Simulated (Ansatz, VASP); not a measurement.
**One calculation of Be2C, two programs**

```xyz
3
Lattice="0.0000 2.1424 2.1424 2.1424 0.0000 2.1424 2.1424 2.1424 0.0000" Properties=species:S:1:pos:R:3 pbc="T T T"
Be    1.0712    1.0712    1.0712
Be    3.2136    3.2136    3.2136
C     0.0000    0.0000    0.0000
```

Alike in both runs: task single point; functional PBE; k mesh 12 × 12 × 12; occupations gaussian, width 0.02 eV; no spin polarisation.

```csv
,VASP,Ansatz
version,VASP 6.6.1,Ansatz 0.2.0
potentials or method,"VASP PAW PBE potentials, release 64 (Be, C), cutoff 600 eV","scalar-relativistic, plane waves, PAW"
valence electrons in the cell,8,8
```

|  | VASP | Ansatz | Ansatz less VASP |
| --- | --- | --- | --- |
| gap on the k mesh at the Fermi level (eV) | 1.17 | 1.18 | +0.013 |
| least direct gap on the mesh (eV) | 4.19 | 4.19 | +0.008 |
| pressure (GPa) | 6.8 | 6.5 | -0.28 |

With one functional, cell and mesh, what is left measures potentials, basis and numerics.
